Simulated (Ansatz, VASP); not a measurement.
## MgZn3S4: VASP beside Ansatz

```
Mg Zn S
1.0
     5.45480    0.00000    0.00000
     0.00000    5.45480    0.00000
     0.00000    0.00000    5.45480
Mg Zn S
1 3 4
Direct
  0.50000 0.50000 0.50000
  0.00000 0.00000 0.50000
  0.00000 0.50000 0.00000
  0.50000 0.00000 0.00000
  0.75633 0.75633 0.24366
  0.24366 0.24366 0.24366
  0.24366 0.75633 0.75633
  0.75633 0.24366 0.75633
```

Alike in both runs: task single point; functional LDA; k mesh 4 × 4 × 4; no spin polarisation.

```csv
,VASP,Ansatz
version,VASP 6.6.1,Ansatz 0.2.0
potentials or method,"VASP PAW LDA potentials, release 64 (Mg, Zn, S), cutoff 600 eV","plane waves, PAW"
occupations,"gaussian, width 0.01 eV",fixed
valence electrons in the cell,62,70
```

Ansatz gave:

```
gap on the k mesh at the Fermi level (eV) : 2.13
```

**Question.** Estimate VASP's values.

**Answer.** gap on the k mesh at the Fermi level (eV): 2.16.

LDA's correlation is that of Perdew and Zunger in VASP and of Perdew and Wang (1992) in Ansatz. VASP's potentials hold 62 valence electrons a cell and Ansatz's 70, so a difference there can come from the potentials and not from the codes.
